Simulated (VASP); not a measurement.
A run of VASP 6.6.1:

File INCAR:

```
SYSTEM = Hf
PREC = Accurate
ENCUT = 520
EDIFF = 1E-7
ISMEAR = -1
SIGMA = 0.1
LREAL = .FALSE.
LASPH = .TRUE.
NELM = 100
ALGO = Normal
ISIF = 2
LWAVE = .FALSE.
LCHARG = .FALSE.
GGA = PE
NBANDS = 11
```

KPOINTS

```
Automatic mesh
0
G
  18 18 18
  0 0 0
```

POSCAR

```
Hf
1.0
    2.7956841700      0.0000000000      0.0000000000
    0.0000000000      2.7956841700      0.0000000000
    0.0000000000      0.0000000000      2.7956841700
Hf
1
Direct
    0.0000000000      0.0000000000      0.0000000000
```

Potentials or basis: VASP PAW PBE potentials, release 64 (Hf_pv).

Run with:

```sh
$ cat potpaw_PBE.64/Hf_pv/POTCAR > POTCAR
$ mpirun -np 1 vasp_std > vasp.out
```

Hardware: 1 thread of Intel Xeon 8259CL, on a shared host.

Problem. How long does it take, and how much memory?

Solution. Wall time 24 s on 1 thread of Intel Xeon 8259CL, on a shared host, peak memory 0.18 GiB. Counts: scf iterations 12, k points 220.
